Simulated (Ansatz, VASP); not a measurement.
**CrPb in VASP and in Ansatz**

```
CELL_PARAMETERS angstrom
3.48585 0.00000 3.48585
0.00000 3.48585 3.48585
0.00000 0.00000 6.97170
ATOMIC_POSITIONS crystal
Cr 0.00000 0.00000 0.00000
Cr 0.00000 0.00000 0.50000
Pb 0.50000 0.50000 0.75000
Pb 0.50000 0.50000 0.25000
```

Alike in both runs: task single point; functional PBEsol; k mesh 12 × 12 × 6; occupations gaussian, width 0.1 eV; collinear spin.

```csv
,VASP,Ansatz
version,VASP 6.6.1,Ansatz 0.2.0
potentials or method,"VASP PAW PBE potentials, release 64 (Cr_pv, Pb_d), cutoff 520 eV","scalar-relativistic, plane waves, PAW"
valence electrons in the cell,52,56
```

|  | VASP | Ansatz | Ansatz less VASP |
| --- | --- | --- | --- |
| gap on the k mesh at the Fermi level (eV) | none | none | - |
| pressure (GPa) | -1.6 | -1.6 | -0.01 |
| net moment per atom (μB) | 0.00 | 0.00 | 0.000 |
| size of the moment on the site where the two differ most (μB) | 3.67 | 3.78 | +0.106 |

VASP's potentials were made for PBE, not for PBEsol. Site moments also hang on the region over which each program counts them. A gap of «none» marks a metal or a gap that the smearing closes. VASP's potentials hold 52 valence electrons a cell and Ansatz's 56, so a difference there can come from the potentials and not from the codes.

Neither program's run includes spin-orbit coupling.
